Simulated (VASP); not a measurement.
Runs of VASP 6.6.1 on Nb3GaSe2. The structure is that of space group P4/mmm (No. 123), or close to it. The cells are those of the table. 

| task | cell | k mesh | cutoff (eV) | gap on the mesh (eV) | pressure (GPa) | largest force (eV/Å) |
| --- | --- | --- | --- | --- | --- | --- |
| single point | a = 3.387, b = 3.387, c = 10.125 Å, 6 atoms | 6 × 6 × 2 | 520 | none | (a) | 0.52 |
| single point | a = 3.175, b = 3.175, c = 10.042 Å, 6 atoms | 6 × 6 × 2 | 520 | none | 0.0 | 0.01 |
| relaxation of cell and atoms | relaxed from a = 3.387, b = 3.387, c = 10.125 Å, 6 atoms | 6 × 6 × 2 | 600 | none | 0.1 | 0.02 |
| single point | a = 3.174, b = 3.174, c = 10.039 Å, 6 atoms | 12 × 12 × 4 | 520 | none | -0.1 | 0.01 |

Alike in all rows: level PBE; potentials or basis VASP PAW PBE potentials, release 64 (Nb_sv, Ga_d, Se); no spin polarisation; smearing gaussian 0.1 eV.

Task: Fill in the values left out.

Result: (a) -14.3.

A k mesh can miss the band edges, and the runs leave out spin-orbit coupling on Ga, Nb, Se.

A gap of «none» marks levels without a gap at the run's occupations.
